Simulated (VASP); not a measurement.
# Al2Cu (Fm-3m) in VASP: a series of runs

Al2Cu is run at these levels: PBE; tasks: vibrations by perturbation theory.

Program: VASP 6.6.1. These are calculated values, not measurements. Logs are shortened: lines on timing, memory, paths and dates and some standing lists are left out, and cuts for length are marked.

### Step 1. The cell of the first run

It takes space group Fm-3m (No. 225, cubic). Conventional cell: a = 5.746 Å, b = 5.746 Å, c = 5.746 Å, α = 90.00°, β = 90.00°, γ = 90.00°. Al (site symmetry -43m) has 4 Cu at 2.49 Å and 6 Al at 2.87 Å within 3.3 Å. Within 3.3 Å of Cu (site symmetry m-3m) lie 8 Al at 2.49 Å.

### Step 2. Vibrations by perturbation theory, PBE (phonons at volume x 0.98)

Input file INCAR:

```
SYSTEM = Al2Cu
PREC = Accurate ; ENCUT = 520
EDIFF = 1E-8 ; ISMEAR = -1
SIGMA = 0.15 ; LREAL = .False.
LASPH = .True. ; NELM = 100
ALGO = Normal ; ISIF = 2
LWAVE = .False. ; LCHARG = .True.
GGA = PE ; IBRION = 8
NSW = 1
```

Input file KPOINTS:

```
Automatic mesh
0
Gamma
  14 14 14
  0 0 0
```

Input file POSCAR:

```
Al2Cu
1.0
   -2.0315516863      2.0315516863      2.8730479474
    2.0315516863     -2.0315516863      2.8730479474
    2.0315516863      2.0315516863     -2.8730479474
Al Cu
2 1
Direct
    0.7500000000      0.2500000000      0.5000000000
    0.2500000000      0.7500000000      0.5000000000
    0.5000000000      0.5000000000      0.0000000000
```

Potentials or basis: VASP PAW PBE potentials, release 64 (Al, Cu).

Command:

```console
cat potpaw_PBE.64/Al/POTCAR potpaw_PBE.64/Cu/POTCAR > POTCAR
mpirun -np 1 vasp_std > vasp.out
```

OUTCAR:

```text
SYSTEM = Al2Cu
   PREC = Accurate
   ENCUT = 520
   EDIFF = 1E-8
   ISMEAR = -1
   LREAL = .False.
   LASPH = .True.
   NELM = 100
   ISIF = 2
   GGA = PE
   IBRION = 8
   NSW = 1

 ion  position               nearest neighbor table
   1  0.750  0.250  0.500-   3 2.49   3 2.49   3 2.49   3 2.49   2 2.87   2 2.87   2 2.87   2 2.87
                             2 2.87   2 2.87
   2  0.250  0.750  0.500-   3 2.49   3 2.49   3 2.49   3 2.49   1 2.87   1 2.87   1 2.87   1 2.87
                             1 2.87   1 2.87
   3  0.500  0.500  0.000-   2 2.49   1 2.49   1 2.49   2 2.49   1 2.49   2 2.49   2 2.49   1 2.49

  LATTYP: Found a face centered cubic cell.
 ALAT       =     5.7460958948

  Lattice vectors:

 A1 = (   2.0315516863,  -2.0315516863,  -2.8730479474)
 A2 = (   2.0315516863,   2.0315516863,  -2.8730479474)
 A3 = (   4.0631033726,  -0.0000000000,   0.0000000000)

Analysis of symmetry for initial positions (statically):
=====================================================================
 Subroutine PRICEL returns:
 Original cell was already a primitive cell.

 Routine SETGRP: Setting up the symmetry group for a
 face centered cubic supercell.

 Subroutine GETGRP returns: Found 48 space group operations
 (whereof 48 operations were pure point group operations)
 out of a pool of 48 trial point group operations.

The static configuration has the point symmetry O_h .

Analysis of symmetry for dynamics (positions and initial velocities):
=====================================================================
 Subroutine PRICEL returns:
 Original cell was already a primitive cell.

 Routine SETGRP: Setting up the symmetry group for a
 face centered cubic supercell.

 Subroutine GETGRP returns: Found 48 space group operations
 (whereof 48 operations were pure point group operations)
 out of a pool of 48 trial point group operations.

The dynamic configuration has the point symmetry O_h .

 Subroutine INISYM returns: Found 48 space group operations
 (whereof 48 operations are pure point group operations),
 and found     1 'primitive' translations

----------------------------------------------------------------------------------------

                                     Primitive cell

  volume of cell :      47.4306

  direct lattice vectors                    reciprocal lattice vectors
    -2.031551686  2.031551686  2.873047947     0.000000000  0.246117292  0.174031206
     2.031551686 -2.031551686  2.873047947     0.246117292  0.000000000  0.174031206
     2.031551686  2.031551686 -2.873047947     0.246117292  0.246117292  0.000000000

  length of vectors
     4.063103373  4.063103373  4.063103373     0.301430891  0.301430891  0.348062413

  position of ions in fractional coordinates (direct lattice)
     0.750000000  0.250000000  0.500000000
     0.250000000  0.750000000  0.500000000
     0.500000000  0.500000000  0.000000000

  ion indices of the primitive-cell ions
   primitive index   ion index
                 1           1
                 2           2
                 3           3

----------------------------------------------------------------------------------------

 KPOINTS: Automatic mesh

Automatic generation of k-mesh.
 Grid dimensions read from file:
 generate k-points for:   14   14   14

 Generating k-lattice:

  Cartesian coordinates                     Fractional coordinates (reciprocal lattice)
[... 99 lines left out ...]
 number of electron      16.9999998 magnetization

 Free energy of the ion-electron system (eV)
  ---------------------------------------------------
  ext. energy  EPLUGINS =         0.00000000
  ---------------------------------------------------
  free energy    TOTEN  =       -11.77236481 eV

  energy without entropy =      -11.70954967  energy(sigma->0) =      -11.74095724

 E-fermi :   7.0989     XC(G=0): -10.4850

 val. band max:        7.0817684134   @ k =  -0.2857   0.1429   0.0000
 cond. band min:       7.1202492004   @ k =   0.1429  -0.0000   0.0000
 fundamental gap:      0.0384807870
 Fermi energy:         7.0988810458

 k-point     1 :       0.0000    0.0000    0.0000
  band No.  band energies     occupation
      1      -3.1483      2.00000
      2       2.5161      2.00000
      3       2.5161      2.00000
      4       2.5161      2.00000
      5       3.0742      2.00000
      6       3.0742      2.00000
      7      10.0002      0.00000
      8      10.0002      0.00000
      9      10.0002      0.00000
     10      10.0202      0.00000
     11      10.0202      0.00000
     12      10.0202      0.00000
[... 331 lines left out ...]
 k-point    24 :       0.2857    0.1429    0.0000
  band No.  band energies     occupation
      1      -1.4551      2.00000
      2       1.8916      2.00000
      3       2.5936      2.00000
      4       2.7131      2.00000
      5       3.0169      2.00000
      6       3.1383      2.00000
      7       4.0275      2.00000
      8       5.9352      1.99915
      9       8.0425      0.00370
     10      10.0721      0.00000
     11      10.6878      0.00000
     12      11.9193      0.00000

 [... further k-points ...]

------------------------ aborting loop because EDIFF is reached ----------------------------------------

  FORCE on cell =-STRESS in cart. coord.  units (eV):
  Direction    XX          YY          ZZ          XY          YZ          ZX
  --------------------------------------------------------------------------------------
  -------------------------------------------------------------------------------------
  Total        0.6489526      0.6489526      0.6489526      0.0000000     -0.0000000     -0.0000000
  in kB       21.9212310     21.9212310     21.9212310      0.0000000     -0.0000000     -0.0000000
  external PRESSURE =      21.9212310 kB  Pullay stress =       0.0000000 kB

 VOLUME and BASIS-vectors are now :
 -----------------------------------------------------------------------------
  energy-cutoff  :      520.00
  volume of cell :       47.43
      direct lattice vectors                 reciprocal lattice vectors
    -2.031551686  2.031551686  2.873047947     0.000000000  0.246117292  0.174031206
     2.031551686 -2.031551686  2.873047947     0.246117292  0.000000000  0.174031206
     2.031551686  2.031551686 -2.873047947     0.246117292  0.246117292  0.000000000

 POSITION                                       TOTAL-FORCE (eV/Angst)
 -----------------------------------------------------------------------------------
      0.00000      2.03155      1.43652        -0.000000      0.000000     -0.000000
      2.03155      0.00000      1.43652         0.000000     -0.000000      0.000000
      0.00000      0.00000      2.87305         0.000000     -0.000000      0.000000
 -----------------------------------------------------------------------------------
    total drift:                                0.000000     -0.000000      0.000000

  FREE ENERGIE OF THE ION-ELECTRON SYSTEM (eV)
  ---------------------------------------------------
  free  energy   TOTEN  =       -11.7723648136 eV

  energy  without entropy=      -11.7095496657  energy(sigma->0) =      -11.74095724

[... ionic steps 2 to 9 ...]

--------------------------------------- Ionic step       10  -------------------------------------------

 Free energy of the ion-electron system (eV)
  ---------------------------------------------------
  ---------------------------------------------------
  free energy    TOTEN  =        -0.24134307 eV

  energy without entropy =       -0.24134307

------------------------ aborting loop because EDIFF is reached ----------------------------------------

 INTERNAL STRAIN TENSOR  FOR ION    3  DIRECTION 1   (eV/Angst):
 -----------------------------------------------------------------------------
    -0.00169  0.00000  0.00000
     0.00000  0.00413  0.00000
     0.00000  0.00000  0.00430

 INTERNAL STRAIN TENSOR FOR ION    3 for displacements in x,y,z  (eV/Angst):
          X           Y           Z          XY          YZ          ZX
  --------------------------------------------------------------------------------
  x     0.00000     0.00000     0.00000     0.00000     0.00000     0.00000
  y     0.00000     0.00000     0.00000     0.00000     0.00000     0.00000
  z     0.00000     0.00000     0.00000     0.00000     0.00000     0.00000

 SECOND DERIVATIVES (NOT SYMMETRIZED)
 ------------------------------------
               1X          1Y          1Z          2X          2Y          2Z          3X          3Y          3Z
  1X    -5.877215    0.000000   -0.000000    2.114198    0.000000    0.000000    3.763017    0.000000   -0.000000
  1Y     0.000000   -5.877215    0.000000    0.000000    2.114198    0.000000    0.000000    3.763017   -0.000000
  1Z     0.000000   -0.000000   -5.877215    0.000000   -0.000000    2.114198   -0.000000   -0.000000    3.763017
  2X     2.114198    0.000000    0.000000   -5.877215    0.000000   -0.000000    3.763017    0.000000   -0.000000
  2Y     0.000000    2.114198    0.000000    0.000000   -5.877215    0.000000    0.000000    3.763017   -0.000000
  2Z     0.000000   -0.000000    2.114198    0.000000   -0.000000   -5.877215   -0.000000   -0.000000    3.763017
  3X     3.753338    0.000000    0.000000    3.753338    0.000000    0.000000   -7.506676    0.000000    0.000000
  3Y     0.000000    3.753338    0.000000    0.000000    3.753338    0.000000    0.000000   -7.506676    0.000000
  3Z     0.000000    0.000000    3.753338    0.000000    0.000000    3.753338    0.000000    0.000000   -7.506676

 Eigenvectors and eigenvalues of the dynamical matrix
 ----------------------------------------------------

   1 f  =    8.508118 THz    53.458081 2PiTHz  283.800263 cm-1    35.186732 meV
             X         Y         Z           dx          dy          dz
      0.000000  2.031552  1.436524     0.217471   -0.672834   -0.000004
      2.031552  0.000000  1.436524    -0.217471    0.672834    0.000004
      0.000000  0.000000  2.873048     0.000000   -0.000000    0.000000
[... 43 lines left out ...]
   9 f/i=    0.005091 THz     0.031989 2PiTHz    0.169826 cm-1     0.021056 meV
             X         Y         Z           dx          dy          dz
      0.000000  2.031552  1.436524    -0.281628    0.111003    0.371017
      2.031552  0.000000  1.436524    -0.281628    0.111003    0.371017
      0.000000  0.000000  2.873048    -0.432764    0.170572    0.570123

--------------------------------------------------------------------------------------------------------

 ELASTIC MODULI CONTR FROM IONIC RELAXATION (kBar)
 Direction    XX          YY          ZZ          XY          YZ          ZX
 --------------------------------------------------------------------------------
 XX        -209.1069    209.1069     -0.0000      0.0000      0.0000     -0.0000
 YY         209.1069   -209.1069      0.0000     -0.0000     -0.0000      0.0000
 ZZ          -0.0000      0.0000     -0.0000      0.0000      0.0000      0.0000
 XY           0.0000     -0.0000      0.0000     -0.0000      0.0000     -0.0000
 YZ           0.0000     -0.0000      0.0000      0.0000   -209.1069      0.0000
 ZX          -0.0000      0.0000      0.0000     -0.0000      0.0000   -209.1069
 --------------------------------------------------------------------------------
```

Wall time 18 min (1 thread of Intel Xeon Platinum 8259CL at 2.50GHz (Skylake/Cascade Lake), shared host); peak memory 0.95 GiB.

Results:

* Highest phonon frequency at Γ, LO-TO splitting left out: 284 cm⁻¹

Phonon frequencies in cm⁻¹ (negative: imaginary):
```tsv
q point	frequencies
(0.000, 0.000, 0.000)	0 0 0 265 265 265 284 284 284
```

Caveat: the cell differs from its parent crystal (phonons at volume x 0.98); the cell wasn't relaxed at this level first, which shifts response properties.

[end of part 1 of 3]
